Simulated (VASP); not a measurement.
Wanted: the native input for a VASP 6.6.1 run.

```yaml
Task: relaxation of cell and atoms
Functional: PBE
Potentials_or_basis: VASP PAW PBE potentials, release 64 (Ga_d, P)
Cutoff: 500 eV
k_mesh: 16 × 16 × 16
Occupations: fermi-dirac, width 0.1 eV
Spin: no spin polarisation
Target_pressure: 70 GPa
Dipole_correction: no
Further_INCAR_settings: ALGO = Normal; EDIFF = 1e-07; IBRION = 2; EDIFFG = -0.005; NSW = 32; ISIF = 3
```

The structure of GaP (CsCl type) lies in POSCAR:

```
GaP
1.0
    2.8234357211      0.0000000000      0.0000000000
    0.0000000000      2.8234357211      0.0000000000
    0.0000000000      0.0000000000      2.8234357211
Ga P
1 1
Direct
    0.0000000000      0.0000000000      0.0000000000
    0.5000000000      0.5000000000      0.5000000000
```

One way to write it, as run:

INCAR

```
PREC     = Accurate       # precision mode
ENCUT    = 500            # plane-wave cutoff, eV
EDIFF    = 1E-7           # SCF threshold, eV
ISMEAR   = -1             # smearing method
SIGMA    = 0.1            # smearing width, eV
LREAL    = F              # projectors in reciprocal space
LASPH    = T              # aspherical terms in the spheres
NELM     = 120            # most SCF steps
ALGO     = Normal         # electronic algorithm
ISIF     = 3              # what is computed and relaxed
LWAVE    = F              # write WAVECAR
LCHARG   = F              # write CHGCAR
GGA      = PE             # functional
IBRION   = 2              # ionic algorithm
NSW      = 32             # ionic steps
EDIFFG   = -0.005         # ionic threshold
PSTRESS  = 700.0        
GGA_COMPAT= F            
NELMIN   = 4
```

KPOINTS

```
regular mesh
0
Gamma
  16 16 16
```

Potentials or basis: VASP PAW PBE potentials, release 64 (Ga_d, P).

Command:

```bash
$ cat potpaw_PBE.64/Ga_d/POTCAR potpaw_PBE.64/P/POTCAR > POTCAR
$ mpirun -np 1 vasp_std > vasp.out
```

It gave:

```
Relaxed volume                                         : 11.26 Å³/atom
Relaxed cell                                           : a = 2.824 Å, b = 2.824 Å, c = 2.824 Å, α = 90.00°, β = 90.00°, γ = 90.00°
Space group after relaxing (to 0.05 Å)                 : Pm-3m (No. 221)
Energy change on relaxing (the enthalpy is what falls) : -2.6 meV/atom
Ionic steps                                            : 5
Pressure after relaxing                                : 70.0 GPa
Band gap on the k mesh                                 : zero (band 9 reaches 14.80 eV, above the bottom of band 10 at 9.61 eV)
```

Caveat: the cell is relaxed towards a set pressure, so the enthalpy falls and the energy may rise.

It took 100 s on 1 thread of Intel Xeon 8259CL, with other jobs on the host, peak memory 0.18 GiB.
